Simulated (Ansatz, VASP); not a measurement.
**HfO2 in VASP and in Ansatz**

Contents of INCAR:

```
SYSTEM = HfO2
ALGO = Normal ; EDIFF = 1E-6
ENCUT = 520 ; GGA = PE
ISIF = 2 ; ISMEAR = 0
LASPH = .True. ; LCHARG = .False.
LREAL = .False. ; LWAVE = .False.
NBANDS = 31 ; NELM = 60
PREC = Accurate ; SIGMA = 0.05
```

Contents of KPOINTS:

```
k-points
0
Gamma
  6 6 6
  0 0 0
```

File POSCAR:

```
HfO2
1.0
    0.0000000000     -2.5489194559     -2.5489194559
    0.0000000000      2.5489194559     -2.5489194559
    5.0978389119      0.0000000000      0.0000000000
Hf O
2 4
Direct
    0.5051394327      0.4948605673      0.5000000000
   -0.0051394327      0.0051394327      0.0000000000
    0.0000374893      0.5000374893      0.7326985510
    0.4999625107     -0.0000374893      0.2673014490
    0.0000374893      0.5000374893      0.2326985510
    0.4999625107     -0.0000374893      0.7673014490
```

Input for Ansatz:

```yaml
crystal:
  lattice:
    - [0.0, -2.5489194559, -2.5489194559]
    - [0.0, 2.5489194559, -2.5489194559]
    - [5.0978389119, 0.0, 0.0]
  atoms:
    - { symbol: Hf, position: [0.5051394327, 0.4948605673, 0.5] }
    - { symbol: Hf, position: [-0.0051394327, 0.0051394327, 0.0] }
    - { symbol: O, position: [3.74893e-05, 0.5000374893, 0.732698551] }
    - { symbol: O, position: [0.4999625107, -3.74893e-05, 0.267301449] }
    - { symbol: O, position: [3.74893e-05, 0.5000374893, 0.232698551] }
    - { symbol: O, position: [0.4999625107, -3.74893e-05, 0.767301449] }
basis:
  ecutwfc: 520.0
kpoints:
  mp_grid: { grid: [6, 6, 6] }
hamiltonian:
  xc: pbe
  pseudopotentials: { kind: paw, azcp: { folder: soft_1 } }
scf:
  occupations: { method: gaussian, width: 0.05 }
output:
  forces: true
  stress: true
  eigenvalues: true
```

Change from the starting cell: mode 1 frozen in at -0.088 Å and mode 5 at -0.026 Å (largest displacements).

Alike in both runs: task single point; functional PBE; k mesh 6 × 6 × 6; occupations gaussian, width 0.05 eV; no spin polarisation.

|  | VASP | Ansatz |
| --- | --- | --- |
| version | VASP 6.6.1 | Ansatz 0.2.0 |
| potentials or method | VASP PAW PBE potentials, release 64 (Hf_pv, O), cutoff 520 eV | scalar-relativistic, plane waves, PAW |
| valence electrons in the cell | 44 | 76 |

|  | VASP | Ansatz | Ansatz less VASP |
| --- | --- | --- | --- |
| gap on the k mesh at the Fermi level (eV) | 3.97 | 3.96 | -0.010 |
| least direct gap on the mesh (eV) | 3.97 | 3.96 | -0.007 |
| pressure (GPa) | -2.9 | 0.7 | +3.64 |
| traceless stress, the component that is largest in VASP (GPa) | 1.07 | 1.04 | -0.030 |
| rms of the force components (eV/Å) | 0.124 | 0.119 | -0.0054 |

Atom by atom the forces differ by 0.010 eV/Å (rms over components). VASP's potentials hold 44 valence electrons a cell and Ansatz's 76, so a difference there can come from the potentials and not from the codes.

Spin-orbit coupling is off throughout.
